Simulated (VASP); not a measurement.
Ga2O3: single point with PBE

Crystal: Ga2O3.

```xyz
10
Lattice="2.4023 1.3870 4.5410 -2.4023 1.3870 4.5410 0.0000 -2.7739 4.5410" Properties=species:S:1:pos:R:3 pbc="T T T"
Ga    0.0000    0.0000    4.8480
Ga    0.0000    0.0000    1.9635
Ga    0.0000    0.0000    8.7751
Ga    0.0000    0.0000   11.6596
O    -0.9457    1.3870    7.9468
O    -0.7283   -1.5125    7.9468
O     1.6740    0.1255    7.9468
O     0.9457   -1.3870    5.6763
O     0.7283    1.5125    5.6763
O    -1.6740   -0.1255    5.6763
```

This cell differs from its parent crystal: strain -0.050 along x and y, +0.000 along z.

| Item | Value |
| --- | --- |
| Program | VASP 6.6.1 |
| Task | single point |
| Functional | PBE |
| Potentials or basis | VASP PAW PBE potentials, release 64 (Ga_d, O) |
| Cutoff | 520 eV |
| k mesh | 6 × 6 × 6 |
| Occupations | gaussian, width 0.05 eV |
| Spin | no spin polarisation |
| Dipole correction | no |
| Further INCAR settings | ALGO = Normal; EDIFF = 1e-07; NBANDS = 55 |

| Item | Value |
| --- | --- |
| Pressure | 28.4 GPa |
| Largest force | 0.402 eV/Å |
| Band gap on the k mesh | 3.45 eV (least direct gap 3.60 eV) |

Forces in eV/Å, atoms in the order of the input:
```
Ga   0.000  0.000 -0.402
Ga   0.000  0.000  0.402
Ga   0.000  0.000  0.402
Ga   0.000  0.000 -0.402
O   -0.057  0.000  0.000
O    0.028 -0.049  0.000
O    0.028  0.049  0.000
O    0.057  0.000  0.000
O   -0.028  0.049  0.000
O   -0.028 -0.049  0.000
```

Stress tensor (GPa, compression positive):
```
34.78  0.00  0.00
 0.00 34.78  0.00
 0.00  0.00 15.62
```

Levels at points of the mesh, in eV from the valence-band top:
```tsv
k point	band 41	band 42	band 43	band 44	band 45	band 46	band 47	band 48
(0.00, 0.00, 0.00)	-0.23	-0.23	-0.15	-0.15	3.45	7.08	7.53	9.86
(0.50, 0.00, 0.00)	-1.15	-1.15	-0.27	-0.27	6.85	6.85	7.37	7.37
(0.50, 0.50, 0.00)	-0.90	-0.86	-0.37	-0.21	7.14	7.30	8.35	8.43
(0.50, 0.50, 0.50)	-0.20	-0.20	-0.20	-0.20	6.54	6.54	8.25	8.25
```

Wall time 3 min on 1 thread of Intel(R) Xeon(R) Platinum 8488C (Sapphire Rapids), on a shared host, peak memory 0.3 GiB.

Caveat: the cell differs from its parent crystal (strain -0.050 along x and y, +0.000 along z); the cell stands under pressure. A k mesh can miss the band edges.
